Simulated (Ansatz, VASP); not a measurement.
## Zn: VASP beside Ansatz

```
Zn
1.0
     0.00000    1.91382    1.91382
     1.91382    0.00000    1.91382
     1.91382    1.91382    0.00000
Zn
1
Direct
  0.00000 0.00000 0.00000
```

Alike in both runs: task relaxation of cell and atoms; functional PBEsol; k mesh 18 × 18 × 18; occupations gaussian, width 0.1 eV; no spin polarisation.

```csv
,VASP,Ansatz
version,VASP 6.6.1,Ansatz 0.2.0
potentials or method,"VASP PAW PBE potentials, release 64 (Zn), cutoff 600 eV","scalar-relativistic, plane waves, PAW"
valence electrons in the cell,12,12
```

|  | VASP | Ansatz | Ansatz less VASP |
| --- | --- | --- | --- |
| gap on the k mesh at the Fermi level, each at its own relaxed structure (eV) | none | none | - |
| relaxed volume (Å³/atom) | 14.22 | 14.13 | -0.088 |
| relaxed cell length with the largest relative difference (Å) | 2.719 | 2.714 | -0.0056 |

VASP's potentials were made for PBE, not for PBEsol. A gap of «none» marks a metal or a gap that the smearing closes.
